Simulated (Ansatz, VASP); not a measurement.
**One calculation of MoS2, two programs**

INCAR

```
PREC = Accurate
ENCUT = 600
EDIFF = 1E-7
ISMEAR = 0
SIGMA = 0.02
LREAL = F
LASPH = T
NELM = 100
ALGO = Normal
ISIF = 3
LWAVE = F
LCHARG = F
GGA = PE
IBRION = 2
NSW = 100
EDIFFG = -0.005
```

The input KPOINTS:

```
regular mesh
0
Gamma
  12 12 2
```

POSCAR

```
MoS2
1.0
    3.1850687516      0.0000000029      0.0000000000
   -1.5925343783      2.7583504502      0.0000000000
    0.0000000000      0.0000000000     14.8079759480
Mo S
2 4
Direct
    0.6666666667      0.3333333333      0.2500000000
    0.3333333333      0.6666666667      0.7500000000
    0.6666666667      0.3333333333      0.6444802123
    0.3333333333      0.6666666667      0.3555197877
    0.6666666667      0.3333333333      0.8555197877
    0.3333333333      0.6666666667      0.1444802123
```

Input for Ansatz:

```yaml
crystal:
  lattice:
    - [3.1850687516, 2.9e-09, 0.0]
    - [-1.5925343783, 2.7583504502, 0.0]
    - [0.0, 0.0, 14.807975948]
  atoms:
    - { symbol: Mo, position: [0.6666666667, 0.3333333333, 0.25] }
    - { symbol: Mo, position: [0.3333333333, 0.6666666667, 0.75] }
    - { symbol: S, position: [0.6666666667, 0.3333333333, 0.6444802123] }
    - { symbol: S, position: [0.3333333333, 0.6666666667, 0.3555197877] }
    - { symbol: S, position: [0.6666666667, 0.3333333333, 0.8555197877] }
    - { symbol: S, position: [0.3333333333, 0.6666666667, 0.1444802123] }
basis:
  ecutwfc: 420
kpoints:
  mp_grid: { grid: [12, 12, 2] }
hamiltonian:
  xc: pbe
scf:
  occupations: { method: gaussian, width: 0.02 }
output:
  forces: true
  stress: true
  eigenvalues: true
  write_density: true
  write_potential: true
  elf: true
  volumetric_format: npy
relax:
  adjacent_minimum: "off"
  f_tol: 0.005
  max_steps: 80
  cell: { stress_tol: 0.05 }
```

Alike in both runs: task relaxation of cell and atoms; functional PBE; k mesh 12 × 12 × 2; occupations gaussian, width 0.02 eV; no spin polarisation.

```csv
,VASP,Ansatz
version,VASP 6.6.1,Ansatz 0.2.0
potentials or method,"VASP PAW PBE potentials, release 64 (Mo_sv, S), cutoff 600 eV","scalar-relativistic, plane waves, PAW"
valence electrons in the cell,52,52
```

|  | VASP | Ansatz | Ansatz less VASP |
| --- | --- | --- | --- |
| gap on the k mesh at the Fermi level, each at its own relaxed structure (eV) | 1.46 | 1.45 | -0.012 |
| relaxed volume (Å³/atom) | 21.67 | 21.68 | +0.015 |
| relaxed length of the cell vector where the two differ most in proportion (Å) | 14.804 | 14.808 | +0.0044 |
